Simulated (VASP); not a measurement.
A run of VASP 6.6.1 is set up as follows.

The input INCAR:

```
SYSTEM = NaF
PREC = Accurate
ENCUT = 600
EDIFF = 1E-6
ISMEAR = 0
SIGMA = 0.01
LREAL = .FALSE.
LASPH = .TRUE.
NELM = 120
ALGO = Normal
ISIF = 2
LWAVE = .FALSE.
LCHARG = .FALSE.
GGA = PE
NBANDS = 14
GGA_COMPAT = .FALSE.
```

Contents of KPOINTS:

```
regular mesh
0
G
  2 2 2
  0 0 0
```

Contents of POSCAR:

```
NaF
1.0
    0.0000000000      2.2574561875      2.2574561875
    2.2574561875      0.0000000000      2.2574561875
    2.2574561875      2.2574561875      0.0000000000
Na F
1 1
Direct
    0.0000000000      0.0000000000      0.0000000000
    0.5000000000      0.5000000000      0.5000000000
```

Potentials or basis: VASP PAW PBE potentials, release 64 (Na_pv, F).

Launch:

```sh
$ cat potpaw_PBE.64/Na_pv/POTCAR potpaw_PBE.64/F/POTCAR > POTCAR
$ mpirun -np 1 vasp_std > vasp.out
```

Task: Predict the band gap on the k mesh.

Result: 6.64 eV, direct.

Task: What does it give for the pressure?

Result: 8.4 GPa.

Caveat: the k points lie up to 1.21 Å⁻¹ apart. As with any semilocal functional, this PBE gap is likely too small.
